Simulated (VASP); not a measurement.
# Ti3CN3 in VASP: further runs

Runs on Ti3CN3. Level: PBE. Tasks: single point.

Everything below comes from runs of VASP 6.6.1. Logs are shortened: lines on timing, memory, paths and dates and some standing lists are left out, and cuts for length are marked.

### 1 The cell of the first run

The cell holds a slab with vacuum, 7 atoms: a = 3.003 Å, b = 3.003 Å, c = 19.758 Å, α = 90.00°, β = 90.00°, γ = 90.00°.

### 2 Single point, PBE

INCAR reads:

```
SYSTEM = Ti3CN3
PREC = Accurate
ENCUT = 520
EDIFF = 1E-6
ISMEAR = 0
SIGMA = 0.1
LREAL = .False.
LASPH = .True.
NELM = 100
ALGO = Normal
ISIF = 2
LWAVE = .False.
LCHARG = .False.
LDIPOL = .True.
IDIPOL = 3
DIPOL = 0.5 0.5 0.332
GGA = PE
NBANDS = 36
```

KPOINTS reads:

```
regular mesh
0
Gamma
  9 9 1
  0 0 0
```

POSCAR reads:

```
Ti3CN3
1.0
    3.0028555063      0.0000000000      0.0000000000
    0.0000000000      3.0028555063      0.0000000000
    0.0000000000      0.0000000000     19.7584944394
Ti N C
3 3 1
Direct
    0.5000000000      0.5000000000      0.2024445745
    0.0000000000      0.0000000000      0.3072496205
    0.5000000000      0.5000000000      0.4076776406
    0.0000000000      0.0000000000      0.2024445745
    0.5000000000      0.5000000000      0.3055678855
    0.0000000000      0.0000000000      0.4179718482
    0.1250000000      0.1250000000      0.4778781887
```

Potentials or basis: VASP PAW PBE potentials, release 64 (Ti_sv, N, C).

The run is started by

```sh
$ cat potpaw_PBE.64/Ti_sv/POTCAR potpaw_PBE.64/N/POTCAR potpaw_PBE.64/C/POTCAR > POTCAR
$ mpirun -np 1 vasp_std > vasp.out
```

OUTCAR:

```text
SYSTEM = Ti3CN3
   PREC = Accurate
   ENCUT = 520
   EDIFF = 1E-6
   ISMEAR = 0
   LREAL = .False.
   LASPH = .True.
   NELM = 100
   ISIF = 2
   GGA = PE

 ion  position               nearest neighbor table
   1  0.500  0.500  0.202-   5 2.04   4 2.12   4 2.12   4 2.12   4 2.12
   2  0.000  0.000  0.307-   4 2.07   5 2.12   5 2.12   5 2.12   5 2.12   6 2.19   3 2.91   3 2.91
                             3 2.91   3 2.91
   3  0.500  0.500  0.408-   5 2.02   7 2.11   6 2.13   6 2.13   6 2.13   6 2.13   2 2.91   2 2.91
                             2 2.91   2 2.91
   4  0.000  0.000  0.202-   2 2.07   1 2.12   1 2.12   1 2.12   1 2.12
   5  0.500  0.500  0.306-   3 2.02   1 2.04   2 2.12   2 2.12   2 2.12   2 2.12
   6  0.000  0.000  0.418-   7 1.30   3 2.13   3 2.13   3 2.13   3 2.13   2 2.19
   7  0.125  0.125  0.478-   6 1.30   3 2.11

  LATTYP: Found a simple tetragonal cell.
 ALAT       =     3.0028555063
 C/A-ratio  =     6.5799018294

  Lattice vectors:

 A1 = (   3.0028555063,   0.0000000000,   0.0000000000)
 A2 = (   0.0000000000,   3.0028555063,   0.0000000000)
 A3 = (   0.0000000000,   0.0000000000,  19.7584944394)

Analysis of symmetry for initial positions (statically):
=====================================================================
 Subroutine PRICEL returns:
 Original cell was already a primitive cell.

 Routine SETGRP: Setting up the symmetry group for a
 simple tetragonal supercell.

 Subroutine GETGRP returns: Found  2 space group operations
 (whereof  2 operations were pure point group operations)
 out of a pool of 16 trial point group operations.

The static configuration has the point symmetry C_1h.

Analysis of symmetry for dynamics (positions and initial velocities):
=====================================================================
 Subroutine PRICEL returns:
 Original cell was already a primitive cell.

 Routine SETGRP: Setting up the symmetry group for a
 simple tetragonal supercell.

 Subroutine GETGRP returns: Found  2 space group operations
 (whereof  2 operations were pure point group operations)
 out of a pool of 16 trial point group operations.

The dynamic configuration has the point symmetry C_1h.

 Subroutine INISYM returns: Found  2 space group operations
 (whereof  2 operations are pure point group operations),
 and found     1 'primitive' translations

----------------------------------------------------------------------------------------

                                     Primitive cell

  volume of cell :     178.1651

  direct lattice vectors                    reciprocal lattice vectors
     3.002855506  0.000000000  0.000000000     0.333016357  0.000000000  0.000000000
     0.000000000  3.002855506  0.000000000     0.000000000  0.333016357  0.000000000
     0.000000000  0.000000000 19.758494439     0.000000000  0.000000000  0.050611144

  length of vectors
     3.002855506  3.002855506 19.758494439     0.333016357  0.333016357  0.050611144

  position of ions in fractional coordinates (direct lattice)
     0.500000000  0.500000000  0.202444574
     0.000000000  0.000000000  0.307249621
     0.500000000  0.500000000  0.407677641
     0.000000000  0.000000000  0.202444574
     0.500000000  0.500000000  0.305567885
     0.000000000  0.000000000  0.417971848
     0.125000000  0.125000000  0.477878189

  ion indices of the primitive-cell ions
   primitive index   ion index
                 1           1
                 2           2
                 3           3
                 4           4
                 5           5
                 6           6
                 7           7

----------------------------------------------------------------------------------------

 KPOINTS: regular mesh

Automatic generation of k-mesh.
 Grid dimensions read from file:
 generate k-points for:    9    9    1

 Generating k-lattice:

  Cartesian coordinates                     Fractional coordinates (reciprocal lattice)
     0.037001817  0.000000000  0.000000000     0.111111111  0.000000000  0.000000000
     0.000000000  0.037001817  0.000000000     0.000000000  0.111111111  0.000000000
     0.000000000  0.000000000  0.050611144     0.000000000  0.000000000  1.000000000

  Length of vectors
     0.037001817  0.037001817  0.050611144

  Shift w.r.t. Gamma in fractional coordinates (k-lattice)
     0.000000000  0.000000000  0.000000000

 Subroutine IBZKPT returns following result:
 ===========================================

 Found     25 irreducible k-points:

 Following reciprocal coordinates:
            Coordinates               Weight
  0.000000  0.000000  0.000000      1.000000
  0.111111  0.000000  0.000000      4.000000
  0.222222  0.000000  0.000000      4.000000
  0.333333  0.000000  0.000000      4.000000
  0.444444  0.000000  0.000000      4.000000
  0.111111  0.111111  0.000000      2.000000
[... 16 lines left out ...]
 -0.333333  0.444444  0.000000      4.000000
  0.444444  0.444444  0.000000      2.000000
   k-points           NKPTS =     25   k-points in BZ     NKDIM =     25   number of bands    NBANDS=     36
   number of dos      NEDOS =    301   number of ions     NIONS =      7
   total plane-waves  NPLWV =  86400
   dimension x,y,z NGX =    24 NGY =   24 NGZ =  150
   dimension x,y,z NGXF=    48 NGYF=   48 NGZF=  300
   ions per type =               3   3   1
   NGX,Y,Z   is equivalent  to a cutoff of  13.29, 13.29, 12.62 a.u.
   NGXF,Y,Z  is equivalent  to a cutoff of  26.57, 26.57, 25.24 a.u.
 SYSTEM =  Ti3CN3
   PREC   = accura    normal or accurate (medium, high low for compatibility)
   ISTART =      0    job   : 0-new  1-cont  2-samecut
   ICHARG =      2    charge: 1-file 2-atom 10-const
   ISPIN  =      1    spin polarized calculation?
   LNONCOLLINEAR =      F non collinear calculations
   LSORBIT =      F    spin-orbit coupling
   LASPH  =      T    aspherical Exc in radial PAW
   ENCUT  =  520.0 eV  38.22 Ry    6.18 a.u.   5.58  5.58 36.74*2*pi/ulx,y,z
   NELM   =    100;   NELMIN=  2; NELMDL= -5     # of ELM steps
   EDIFF  = 0.1E-05   stopping-criterion for ELM
   LREAL  =      F    real-space projection
   EDIFFG = 0.1E-04   stopping-criterion for IOM
   NSW    =      0    number of steps for IOM
   IBRION =     -1    ionic relax: 0-MD 1-quasi-New 2-CG
   NFREE  =      0    steps in history (QN), initial steepest desc. (CG)
   ISIF   =      2    stress and relaxation
   ISYM   =      2    0-nonsym 1-usesym 2-fastsym
   POTIM  = 0.5000    time-step for ionic-motion
   TEBEG  =    0.0;   TEEND  =   0.0 temperature during run
   PSTRESS=    0.0 pullay stress
   NELECT =      55.0000    total number of electrons
   NUPDOWN=      -1.0000    fix difference up-down
   EMIN   =  10.00;   EMAX   =-10.00  energy-range for DOS
   EFERMI =   0.00;   METHOD = LEGACY
   ISMEAR =     0;   SIGMA  =   0.10  broadening in eV -4-tet -1-fermi 0-gaus
   EFERMI_NEDOS =   21; number of points for ismear=-14 and -15
   IALGO  =     38    algorithm
   IMIX   =      4    mixing-type and parameters
     AMIX     =   0.40;   BMIX     =  1.00
     AMIX_MAG =   1.60;   BMIX_MAG =  1.00
  volume/ion in A,a.u.               =      25.45       171.76
  Fermi-wavevector in a.u.,A,eV,Ry     =   1.106424  2.090838 16.655892  1.224174
  Thomas-Fermi vector in A             =   2.242924
   LORBIT       =      0    0 simple, 1 ext, 2 COOP (PROOUT), +10 PAW based schemes
   GGA     = PE    functional components
   LHFCALC =     F    Hartree Fock is set to
   AEXX    =    0.0000 exact exchange contribution
   IVDW    =     0    specifies the selected vdW correction
   LEPSILON=     F    determine dielectric tensor
   LRPA    =     F    only Hartree local field effects (RPA)
 non-spin polarized calculation
 Gauss-broadening in eV      SIGMA  =   0.10
  energy-cutoff  :      520.00
  volume of cell :      178.17
 maximum number of plane-waves:      4826
   NGX = 11   NGY = 11   NGZ = 73

 dipolmoment           0.000000      0.000000     -0.416137 electrons x Angstroem

 number of electron      55.0000000 magnetization

 dipolmoment           0.000000      0.000000      0.227108 electrons x Angstroem

 Free energy of the ion-electron system (eV)
  ---------------------------------------------------
  ext. energy  EPLUGINS =         0.00000000
  ---------------------------------------------------
  free energy    TOTEN  =       -63.15269205 eV

  energy without entropy =      -63.12630508  energy(sigma->0) =      -63.13949856

 E-fermi :   1.1724     XC(G=0):  -5.5644

 val. band max:        1.1420337192   @ k =   0.4444   0.0000   0.0000
 cond. band min:       1.1741819918   @ k =   0.4444   0.2222   0.0000
 fundamental gap:      0.0321482726
 Fermi energy:         1.1723524013

 k-point     1 :       0.0000    0.0000    0.0000
  band No.  band energies     occupation
      1     -56.8750      2.00000
      2     -56.4019      2.00000
      3     -56.0647      2.00000
      4     -33.3520      2.00000
      5     -32.9408      2.00000
      6     -32.9386      2.00000
[... 28 lines left out ...]
     35       2.7170      0.00000
     36       2.8624      0.00000

 k-point     2 :       0.1111    0.0000    0.0000
  band No.  band energies     occupation
      1     -56.8710      2.00000
      2     -56.3976      2.00000
      3     -56.0614      2.00000
      4     -33.3490      2.00000
      5     -32.9886      2.00000
      6     -32.9334      2.00000
[... 28 lines left out ...]
     35       3.0493      0.00000
     36       3.1827      0.00000
[... 817 lines left out ...]
     35       3.6490      0.00000
     36       3.6985      0.00000

 k-point    24 :       0.4444    0.4444    0.0000
  band No.  band energies     occupation
      1     -56.8130      2.00000
      2     -56.3351      2.00000
      3     -56.0052      2.00000
      4     -33.2679      2.00000
      5     -33.2052      2.00000
      6     -33.2029      2.00000
[... 28 lines left out ...]
     35       3.8293      0.00000
     36       3.8321      0.00000

 [... further k-points ...]

------------------------ aborting loop because EDIFF is reached ----------------------------------------

 vacuum level on the upper side and lower side of the slab       (xc-potential included)         2.127        -2.352

  FORCE on cell =-STRESS in cart. coord.  units (eV):
  Direction    XX          YY          ZZ          XY          YZ          ZX
  --------------------------------------------------------------------------------------
  -------------------------------------------------------------------------------------
  Total        2.4616844      2.4616844      0.3136695      0.1332766     -0.0202963     -0.0202951
  in kB       22.1370747     22.1370747      2.8207214      1.1985100     -0.1825173     -0.1825068
  external PRESSURE =      15.6982903 kB  Pullay stress =       0.0000000 kB

 VOLUME and BASIS-vectors are now :
 -----------------------------------------------------------------------------
  energy-cutoff  :      520.00
  volume of cell :      178.17
      direct lattice vectors                 reciprocal lattice vectors
     3.002855506  0.000000000  0.000000000     0.333016357  0.000000000  0.000000000
     0.000000000  3.002855506  0.000000000     0.000000000  0.333016357  0.000000000
     0.000000000  0.000000000 19.758494439     0.000000000  0.000000000  0.050611144

 POSITION                                       TOTAL-FORCE (eV/Angst)
 -----------------------------------------------------------------------------------
      1.50143      1.50143      4.00000        -0.076366     -0.076366      1.824684
      0.00000      0.00000      6.07079         0.140703      0.140703      0.311600
      1.50143      1.50143      8.05510         0.312348      0.312348      0.557008
      0.00000      0.00000      4.00000         0.013794      0.013794     -1.655636
      1.50143      1.50143      6.03756        -0.057694     -0.057694     -0.761519
      0.00000      0.00000      8.25849        -0.296103     -0.296103     -0.423723
      0.37536      0.37536      9.44215        -0.036681     -0.036681      0.147586
 -----------------------------------------------------------------------------------
    total drift:                                0.000002      0.000002      0.000338

  FREE ENERGIE OF THE ION-ELECTRON SYSTEM (eV)
  ---------------------------------------------------
  free  energy   TOTEN  =       -63.1526920481 eV

  energy  without entropy=      -63.1263050819  energy(sigma->0) =      -63.13949856

 vacuum level on the upper side and lower side of the slab         7.841         3.144
```

Run time: 2 min. Hardware: 1 thread of Intel Xeon 6975P-C (Granite Rapids), shared host; peak memory 0.35 GiB.

Results:

```
Free energy   : -63.1527 eV
Largest force : 1.828 eV/Å
```

Forces in eV/Å, atoms in the order of the input:
```
Ti  -0.076 -0.076  1.825
Ti   0.141  0.141  0.312
Ti   0.312  0.312  0.557
N    0.014  0.014 -1.656
N   -0.058 -0.058 -0.762
N   -0.296 -0.296 -0.424
C   -0.037 -0.037  0.148
```

### 3 Single point, PBE

INCAR reads:

```
PREC = Accurate
ENCUT = 520
EDIFF = 1E-7
ISMEAR = 0
SIGMA = 0.1
LREAL = False
LASPH = True
NELM = 60
ALGO = Normal
ISIF = 2
LWAVE = False
LCHARG = False
LDIPOL = True
IDIPOL = 3
DIPOL = 0.5 0.5 0.336
GGA = PE
NBANDS = 36
```

KPOINTS reads:

```
Automatic mesh
0
Gamma
  9 9 1
```

POSCAR: that of step 2 with these lines changed.

```diff
@@ -14,2 +14,2 @@
     0.0000000000      0.0000000000      0.4179718482
-    0.1250000000      0.1250000000      0.4778781887
+    0.3750000000      0.3750000000      0.5094575590
```

Potentials or basis: VASP PAW PBE potentials, release 64 (Ti_sv, N, C).

The run is started by

```sh
$ cat potpaw_PBE.64/Ti_sv/POTCAR potpaw_PBE.64/N/POTCAR potpaw_PBE.64/C/POTCAR > POTCAR
$ mpirun -np 1 vasp_std > vasp.out
```

It took 2.4 min on 1 thread of Intel Xeon 6975P-C (Granite Rapids), shared host; peak memory 0.36 GiB.

Results (log left out):

```
Free energy   : -60.3980 eV
Largest force : 2.560 eV/Å
```

Forces on the atoms (eV/Å):
```
Ti  -0.013 -0.013  1.412
Ti   0.180  0.180  0.147
Ti   0.447  0.447  2.481
N   -0.029 -0.029 -1.595
N   -0.081 -0.081 -1.091
N    0.154  0.154 -1.364
C   -0.657 -0.657  0.010
```

Levels at points of the mesh, in eV from the Fermi level:
```tsv
k point	band 25	band 26	band 27	band 28	band 29	band 30
(0.00, 0.00, 0.00)	-1.99	-1.87	-1.59	-0.68	-0.59	0.12
```

[end of part 1 of 2]
